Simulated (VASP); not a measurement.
# Co (Fm-3m) in VASP: a series of runs

Runs on Co. Level: PBE. Tasks: single point.

Everything below comes from runs of VASP 6.6.1. Logs are shortened: lines on timing, memory, paths and dates and some standing lists are left out, and cuts for length are marked.

**1. The cell of the first run**

Symmetry: Fm-3m, No. 225, cubic system. The conventional cell has a = 3.586 Å, b = 3.586 Å, c = 3.586 Å, α = 90.00°, β = 90.00°, γ = 90.00°. Co (site symmetry m-3m) has 12 Co at 2.54 Å within 3.3 Å.

This isn't the form of Co at room conditions, which is hcp.

**2. Single point, PBE, collinear spin, ferromagnetic start**

Input file INCAR:

```
ALGO = Normal ; EDIFF = 1E-7
ENCUT = 520 ; GGA = PE
ISIF = 2 ; ISMEAR = -1
ISPIN = 2 ; LASPH = True
LCHARG = True ; LELF = True
LMAXMIX = 4 ; LORBIT = 11
LREAL = False ; LVHAR = True
LWAVE = False ; MAGMOM = 0.6 0.6
NBANDS = 20 ; NELM = 150
PREC = Accurate ; SIGMA = 0.1
```

Input file KPOINTS:

```
k-points
0
Gamma
  13 13 13
```

Input file POSCAR:

```
Co
1.0
    3.5863000000      1.7931500000      1.7931500000
    1.7931500000      3.5863000000      1.7931500000
    1.7931500000      1.7931500000      3.5863000000
Co
2
Direct
    0.0000000000      0.0000000000      0.0000000000
    0.5000000000      0.5000000000      0.5000000000
```

Potentials or basis: VASP PAW PBE potentials, release 64 (Co).

Run with:

```sh
$ cat potpaw_PBE.64/Co/POTCAR > POTCAR
$ mpirun -np 1 vasp_std > vasp.out
```

OUTCAR:

```text
EDIFF = 1E-7
   ENCUT = 520
   GGA = PE
   ISIF = 2
   ISMEAR = -1
   ISPIN = 2
   LASPH = True
   LORBIT = 11
   LREAL = False
   NELM = 150
   PREC = Accurate

 ion  position               nearest neighbor table
   1  0.000  0.000  0.000-   2 2.54   2 2.54   2 2.54   2 2.54   2 2.54   2 2.54
   2  0.500  0.500  0.500-   1 2.54   1 2.54   1 2.54   1 2.54   1 2.54   1 2.54

  LATTYP: Found a trigonal (rhomboedric) cell.
 ALAT       =     4.3923025323
 COS(alpha) =     0.8333333333

  Lattice vectors:

 A1 = (   3.5863000000,   1.7931500000,   1.7931500000)
 A2 = (   1.7931500000,   3.5863000000,   1.7931500000)
 A3 = (   1.7931500000,   1.7931500000,   3.5863000000)

Analysis of symmetry for initial positions (statically):
=====================================================================
 Subroutine PRICEL returns following result:

  LATTYP: Found a face centered cubic cell.
 ALAT       =     3.5863000000

  Lattice vectors:

 A1 = (   0.0000000000,  -1.7931500000,   1.7931500000)
 A2 = (  -1.7931500000,  -0.0000000000,   1.7931500000)
 A3 = (  -1.7931500000,  -1.7931500000,   0.0000000000)

   2 primitive cells build up your supercell.

 Routine SETGRP: Setting up the symmetry group for a
 trigonal (rhombohedral) supercell.

 Subroutine GETGRP returns: Found 12 space group operations
 (whereof 12 operations were pure point group operations)
 out of a pool of 12 trial point group operations.

The static configuration has the point symmetry D_3d.

Analysis of symmetry for dynamics (positions and initial velocities):
=====================================================================
 Subroutine PRICEL returns following result:

  LATTYP: Found a face centered cubic cell.
 ALAT       =     3.5863000000

  Lattice vectors:

 A1 = (   0.0000000000,  -1.7931500000,   1.7931500000)
 A2 = (  -1.7931500000,  -0.0000000000,   1.7931500000)
 A3 = (  -1.7931500000,  -1.7931500000,   0.0000000000)

   2 primitive cells build up your supercell.

 Routine SETGRP: Setting up the symmetry group for a
 trigonal (rhombohedral) supercell.

 Subroutine GETGRP returns: Found 12 space group operations
 (whereof 12 operations were pure point group operations)
 out of a pool of 12 trial point group operations.

The dynamic configuration has the point symmetry D_3d.

Analysis of structural, dynamic, and magnetic symmetry:
=====================================================================
 Subroutine PRICEL returns following result:

  LATTYP: Found a face centered cubic cell.
 ALAT       =     3.5863000000

  Lattice vectors:

 A1 = (   0.0000000000,  -1.7931500000,   1.7931500000)
 A2 = (  -1.7931500000,  -0.0000000000,   1.7931500000)
 A3 = (  -1.7931500000,  -1.7931500000,   0.0000000000)

   2 primitive cells build up your supercell.

 Routine SETGRP: Setting up the symmetry group for a
 trigonal (rhombohedral) supercell.

 Subroutine GETGRP returns: Found 12 space group operations
 (whereof 12 operations were pure point group operations)
 out of a pool of 12 trial point group operations.

The overall configuration has the point symmetry D_3d.

 Subroutine INISYM returns: Found 12 space group operations
 (whereof 12 operations are pure point group operations),
 and found     2 'primitive' translations

----------------------------------------------------------------------------------------

                                     Primitive cell

  volume of cell :      11.5313

  direct lattice vectors                    reciprocal lattice vectors
     0.000000000 -1.793150000  1.793150000     0.278838915 -0.278838915  0.278838915
    -1.793150000 -0.000000000  1.793150000    -0.278838915  0.278838915  0.278838915
    -1.793150000 -1.793150000  0.000000000    -0.278838915 -0.278838915 -0.278838915

  length of vectors
     2.535897049  2.535897049  2.535897049     0.482963167  0.482963167  0.482963167

  position of ions in fractional coordinates (direct lattice)
     0.000000000  0.000000000  0.000000000

  ion indices of the primitive-cell ions
   primitive index   ion index
                 1           1

----------------------------------------------------------------------------------------

 KPOINTS: k-points

Automatic generation of k-mesh.
 Grid dimensions read from file:
 generate k-points for:   13   13   13

 Generating k-lattice:

  Cartesian coordinates                     Fractional coordinates (reciprocal lattice)
     0.032173721 -0.010724574 -0.010724574     0.076923077  0.000000000  0.000000000
    -0.010724574  0.032173721 -0.010724574     0.000000000  0.076923077  0.000000000
    -0.010724574 -0.010724574  0.032173721     0.000000000  0.000000000  0.076923077

  Length of vectors
     0.035569387  0.035569387  0.035569387

  Shift w.r.t. Gamma in fractional coordinates (k-lattice)
     0.000000000  0.000000000  0.000000000

 Subroutine IBZKPT returns following result:
 ===========================================

 Found    231 irreducible k-points:

 Following reciprocal coordinates:
            Coordinates               Weight
  0.000000  0.000000  0.000000      1.000000
  0.076923  0.000000  0.000000      6.000000
  0.153846  0.000000  0.000000      6.000000
  0.230769 -0.000000 -0.000000      6.000000
  0.307692  0.000000  0.000000      6.000000
  0.384615  0.000000  0.000000      6.000000
[... 16 lines left out ...]
  0.384615  0.153846  0.000000     12.000000
  0.461538  0.153846  0.000000     12.000000
 [... further k-points ...]
   k-points           NKPTS =    231   k-points in BZ     NKDIM =    231   number of bands    NBANDS=     20
   number of dos      NEDOS =    301   number of ions     NIONS =      2
   total plane-waves  NPLWV =  46656
   dimension x,y,z NGX =    36 NGY =   36 NGZ =   36
   dimension x,y,z NGXF=    72 NGYF=   72 NGZF=   72
   ions per type =               2
   NGX,Y,Z   is equivalent  to a cutoff of  13.63, 13.63, 13.63 a.u.
   NGXF,Y,Z  is equivalent  to a cutoff of  27.25, 27.25, 27.25 a.u.
 SYSTEM =  unknown system
   PREC   = accura    normal or accurate (medium, high low for compatibility)
   ISTART =      0    job   : 0-new  1-cont  2-samecut
   ICHARG =      2    charge: 1-file 2-atom 10-const
   ISPIN  =      2    spin polarized calculation?
   LNONCOLLINEAR =      F non collinear calculations
   LSORBIT =      F    spin-orbit coupling
   LASPH  =      T    aspherical Exc in radial PAW
   ENCUT  =  520.0 eV  38.22 Ry    6.18 a.u.   8.17  8.17  8.17*2*pi/ulx,y,z
   NELM   =    150;   NELMIN=  2; NELMDL= -5     # of ELM steps
   EDIFF  = 0.1E-06   stopping-criterion for ELM
   LREAL  =      F    real-space projection
   EDIFFG = 0.1E-05   stopping-criterion for IOM
   NSW    =      0    number of steps for IOM
   IBRION =     -1    ionic relax: 0-MD 1-quasi-New 2-CG
   NFREE  =      0    steps in history (QN), initial steepest desc. (CG)
   ISIF   =      2    stress and relaxation
   ISYM   =      2    0-nonsym 1-usesym 2-fastsym
   POTIM  = 0.5000    time-step for ionic-motion
   TEBEG  =    0.0;   TEEND  =   0.0 temperature during run
   PSTRESS=    0.0 pullay stress
   NELECT =      18.0000    total number of electrons
   NUPDOWN=      -1.0000    fix difference up-down
   EMIN   =  10.00;   EMAX   =-10.00  energy-range for DOS
   EFERMI =   0.00;   METHOD = LEGACY
   ISMEAR =    -1;   SIGMA  =   0.10  broadening in eV -4-tet -1-fermi 0-gaus
   EFERMI_NEDOS =   21; number of points for ismear=-14 and -15
   IALGO  =     38    algorithm
   IMIX   =      4    mixing-type and parameters
     AMIX     =   0.40;   BMIX     =  1.00
     AMIX_MAG =   1.60;   BMIX_MAG =  1.00
  volume/ion in A,a.u.               =      11.53        77.82
  Fermi-wavevector in a.u.,A,eV,Ry     =   1.507286  2.848358 30.911234  2.271912
  Thomas-Fermi vector in A             =   2.617892
   LORBIT       =     11    0 simple, 1 ext, 2 COOP (PROOUT), +10 PAW based schemes
   GGA     = PE    functional components
   LHFCALC =     F    Hartree Fock is set to
   AEXX    =    0.0000 exact exchange contribution
   IVDW    =     0    specifies the selected vdW correction
   LEPSILON=     F    determine dielectric tensor
   LRPA    =     F    only Hartree local field effects (RPA)
 spin polarized calculation
  energy-cutoff  :      520.00
  volume of cell :       23.06
 maximum number of plane-waves:       636
 NGX is ok and might be reduce to    36
   NGX = 17   NGY = 17   NGZ = 17

 number of electron      18.0000004 magnetization       3.3398675

 Free energy of the ion-electron system (eV)
  ---------------------------------------------------
  ext. energy  EPLUGINS =         0.00000000
  ---------------------------------------------------
  free energy    TOTEN  =       -14.03406539 eV

  energy without entropy =      -13.95527179  energy(sigma->0) =      -13.99466859

 E-fermi :   9.5235     XC(G=0): -13.0507

 val. band max:        9.5233037444   @ k =   0.4615   0.0769   0.0000
 cond. band min:       9.5246677335   @ k =  -0.3846   0.3077   0.0769
 fundamental gap:      0.0013639891
 Fermi energy:         9.5234741664

 spin component 1

 k-point     1 :       0.0000    0.0000    0.0000
  band No.  band energies     occupation
      1       0.8543      1.00000
      2       4.5762      1.00000
      3       6.7491      1.00000
      4       6.7491      1.00000
      5       6.8795      1.00000
      6       6.8795      1.00000
[... 541 lines left out ...]
     19      34.9029      0.00000
     20      35.7727      0.00000

 [... further k-points ...]

 spin component 2

 k-point     1 :       0.0000    0.0000    0.0000
  band No.  band energies     occupation
      1       0.8626      1.00000
      2       5.5015      1.00000
      3       8.4785      0.99997
      4       8.4785      0.99997
      5       8.4791      0.99997
      6       8.4823      0.99997
[... 541 lines left out ...]
     19      35.0116      0.00000
     20      35.8745      0.00000

 [... further k-points ...]

------------------------ aborting loop because EDIFF is reached ----------------------------------------

  FORCE on cell =-STRESS in cart. coord.  units (eV):
  Direction    XX          YY          ZZ          XY          YZ          ZX
  --------------------------------------------------------------------------------------
  -------------------------------------------------------------------------------------
  Total       -1.5287124     -1.5287124     -1.5287124      0.0158736      0.0158736      0.0158736
  in kB     -106.2004899   -106.2004899   -106.2004899      1.1027448      1.1027448      1.1027448
  external PRESSURE =    -106.2004899 kB  Pullay stress =       0.0000000 kB

 VOLUME and BASIS-vectors are now :
 -----------------------------------------------------------------------------
  energy-cutoff  :      520.00
  volume of cell :       23.06
      direct lattice vectors                 reciprocal lattice vectors
     3.586300000  1.793150000  1.793150000     0.418258372 -0.139419457 -0.139419457
     1.793150000  3.586300000  1.793150000    -0.139419457  0.418258372 -0.139419457
     1.793150000  1.793150000  3.586300000    -0.139419457 -0.139419457  0.418258372

 POSITION                                       TOTAL-FORCE (eV/Angst)
 -----------------------------------------------------------------------------------
      0.00000      0.00000      0.00000         0.000000     -0.000000     -0.000000
      3.58630      3.58630      3.58630        -0.000000      0.000000      0.000000
 -----------------------------------------------------------------------------------
    total drift:                                0.000000      0.000000      0.000000

  FREE ENERGIE OF THE ION-ELECTRON SYSTEM (eV)
  ---------------------------------------------------
  free  energy   TOTEN  =       -14.0340653921 eV

  energy  without entropy=      -13.9552717863  energy(sigma->0) =      -13.99466859

 total charge

# of ion       s       p       d       tot
------------------------------------------
    1        0.465   0.474   7.220   8.159
    2        0.465   0.474   7.220   8.159
--------------------------------------------------
tot          0.931   0.947  14.441  16.319

 magnetization (x)

# of ion       s       p       d       tot
------------------------------------------
    1       -0.012  -0.047   1.756   1.698
    2       -0.012  -0.047   1.756   1.698
--------------------------------------------------
tot         -0.024  -0.093   3.512   3.395
```

It took 5.1 min on 1 thread of Intel Xeon 6975P-C (Granite Rapids), shared host; peak memory 0.34 GiB.

Results:

```
Free energy                                           : -14.0341 eV
Pressure                                              : -10.6 GPa
Net moment                                            : 3.34 μB per cell
Site moments                                          : Co +1.70 μB
Valence electrons inside the program's atomic spheres : Co 8.16
```

Caveat: the cell stands under tension.

**3. Single point, PBE, collinear spin, ferromagnetic start**

Input file INCAR:

```
SYSTEM = Co
ALGO = Normal ; EDIFF = 1E-6
ENCUT = 520 ; GGA = PE
ISIF = 2 ; ISMEAR = -1
ISPIN = 2 ; LASPH = .TRUE.
LCHARG = .FALSE. ; LMAXMIX = 4
LORBIT = 11 ; LREAL = .FALSE.
LWAVE = .FALSE. ; MAGMOM = 3 3
NBANDS = 20 ; NELM = 150
PREC = Accurate ; SIGMA = 0.1
```

Input file KPOINTS:

```
k-points
0
G
  13 13 13
  0 0 0
```

POSCAR is that of step 2.

Potentials or basis: VASP PAW PBE potentials, release 64 (Co).

Run with:

```sh
$ cat potpaw_PBE.64/Co/POTCAR > POTCAR
$ mpirun -np 1 vasp_std > vasp.out
```

Run time: 3.4 min. Hardware: 1 thread of Intel Xeon 6975P-C (Granite Rapids), shared host; peak memory 0.35 GiB.

It converged, with:

* Free energy: -14.0341 eV
* Pressure: -10.7 GPa
* Net moment: 3.34 μB per cell
* Site moments: Co +1.70 μB
* Valence electrons inside the program's atomic spheres: Co 8.16

Stress tensor (GPa, compression positive):
```
-10.68   0.11   0.11
  0.11 -10.68   0.11
  0.11   0.11 -10.68
```

Levels at points of the mesh, in eV from the Fermi level:
Spin up:
```
           k point  band 8  band 9  band 10  band 11  band 12  band 13  band 14  band 15
(0.00, 0.00, 0.00)   -1.72   -1.72    -0.89    -0.89    -0.25     5.60    21.10    22.51
```
Spin down:
```
           k point  band 5  band 6  band 7  band 8  band 9  band 10
(0.00, 0.00, 0.00)   -1.04   -1.04   -1.04   -0.31    0.31     0.31
```

Caveat: the cell stands under tension.

**4. Single point, PBE, collinear spin, ferromagnetic start**

Input file INCAR:

```
PREC = Accurate
ENCUT = 520
EDIFF = 1E-7
ISMEAR = -1
SIGMA = 0.1
LREAL = F
LASPH = T
NELM = 150
ALGO = Normal
ISIF = 2
LWAVE = F
LCHARG = F
ISPIN = 2
MAGMOM = 4.2 4.2
LORBIT = 11
LMAXMIX = 4
GGA = PE
NBANDS = 20
```

Input file KPOINTS:

```
regular mesh
0
Gamma
  13 13 13
```

POSCAR is that of step 3.

Potentials or basis: VASP PAW PBE potentials, release 64 (Co).

Run with:

```sh
$ cat potpaw_PBE.64/Co/POTCAR > POTCAR
$ mpirun -np 1 vasp_std > vasp.out
```

OUTCAR:

```text
PREC = Accurate
   ENCUT = 520
   EDIFF = 1E-7
   ISMEAR = -1
   LREAL = F
   LASPH = T
   NELM = 150
   ISIF = 2
   ISPIN = 2
   LORBIT = 11
   GGA = PE

 ion  position               nearest neighbor table
   1  0.000  0.000  0.000-   2 2.54   2 2.54   2 2.54   2 2.54   2 2.54   2 2.54
   2  0.500  0.500  0.500-   1 2.54   1 2.54   1 2.54   1 2.54   1 2.54   1 2.54

  LATTYP: Found a trigonal (rhomboedric) cell.
 ALAT       =     4.3923025323
 COS(alpha) =     0.8333333333

  Lattice vectors:

 A1 = (   3.5863000000,   1.7931500000,   1.7931500000)
 A2 = (   1.7931500000,   3.5863000000,   1.7931500000)
 A3 = (   1.7931500000,   1.7931500000,   3.5863000000)

Analysis of symmetry for initial positions (statically):
=====================================================================
 Subroutine PRICEL returns following result:

  LATTYP: Found a face centered cubic cell.
 ALAT       =     3.5863000000
[... 12 lines left out ...]
 Subroutine GETGRP returns: Found 12 space group operations
[... 768 lines left out ...]
      5       8.4791      0.99997
      6       8.4823      0.99997
[... 541 lines left out ...]
     19      35.0116      0.00000
     20      35.8745      0.00000

 [... further k-points ...]

------------------------ aborting loop because EDIFF is reached ----------------------------------------

  FORCE on cell =-STRESS in cart. coord.  units (eV):
  Direction    XX          YY          ZZ          XY          YZ          ZX
  --------------------------------------------------------------------------------------
  -------------------------------------------------------------------------------------
  Total       -1.5307748     -1.5307748     -1.5307748      0.0158672      0.0158672      0.0158672
  in kB     -106.3437629   -106.3437629   -106.3437629      1.1023007      1.1023007      1.1023007
  external PRESSURE =    -106.3437629 kB  Pullay stress =       0.0000000 kB

 VOLUME and BASIS-vectors are now :
 -----------------------------------------------------------------------------
  energy-cutoff  :      520.00
  volume of cell :       23.06
      direct lattice vectors                 reciprocal lattice vectors
     3.586300000  1.793150000  1.793150000     0.418258372 -0.139419457 -0.139419457
     1.793150000  3.586300000  1.793150000    -0.139419457  0.418258372 -0.139419457
     1.793150000  1.793150000  3.586300000    -0.139419457 -0.139419457  0.418258372

 POSITION                                       TOTAL-FORCE (eV/Angst)
 -----------------------------------------------------------------------------------
      0.00000      0.00000      0.00000         0.000000      0.000000     -0.000000
      3.58630      3.58630      3.58630        -0.000000     -0.000000      0.000000
 -----------------------------------------------------------------------------------
    total drift:                                0.000000      0.000000      0.000000

  FREE ENERGIE OF THE ION-ELECTRON SYSTEM (eV)
  ---------------------------------------------------
  free  energy   TOTEN  =       -14.0340654415 eV

  energy  without entropy=      -13.9552720118  energy(sigma->0) =      -13.99466873

 total charge

# of ion       s       p       d       tot
------------------------------------------
    1        0.465   0.474   7.220   8.159
    2        0.465   0.474   7.220   8.159
--------------------------------------------------
tot          0.931   0.947  14.441  16.319

 magnetization (x)

# of ion       s       p       d       tot
------------------------------------------
    1       -0.012  -0.047   1.756   1.698
    2       -0.012  -0.047   1.756   1.698
--------------------------------------------------
tot         -0.024  -0.093   3.512   3.395
```

Wall time 3.4 min (1 thread of Intel Xeon 6975P-C (Granite Rapids), shared host); peak memory 0.35 GiB.

Results:

| Item | Value |
| --- | --- |
| Free energy | -14.0341 eV |
| Pressure | -10.6 GPa |
| Net moment | 3.34 μB per cell |
| Site moments | Co +1.70 μB |
| Valence electrons inside the program's atomic spheres | Co 8.16 |

Levels at points of the mesh, in eV from the Fermi level:
Spin up:
```csv
k point,band 8,band 9,band 10,band 11,band 12,band 13,band 14,band 15
"(0.00, 0.00, 0.00)",-1.72,-1.72,-0.89,-0.89,-0.25,5.60,21.10,22.51
```
Spin down:
```
           k point  band 3  band 4  band 5  band 6  band 7  band 8  band 9  band 10  band 11  band 12
(0.00, 0.00, 0.00)   -1.05   -1.05   -1.04   -1.04   -1.04   -0.31    0.31     0.31     1.05     1.05
```

Caveat: the cell stands under tension.
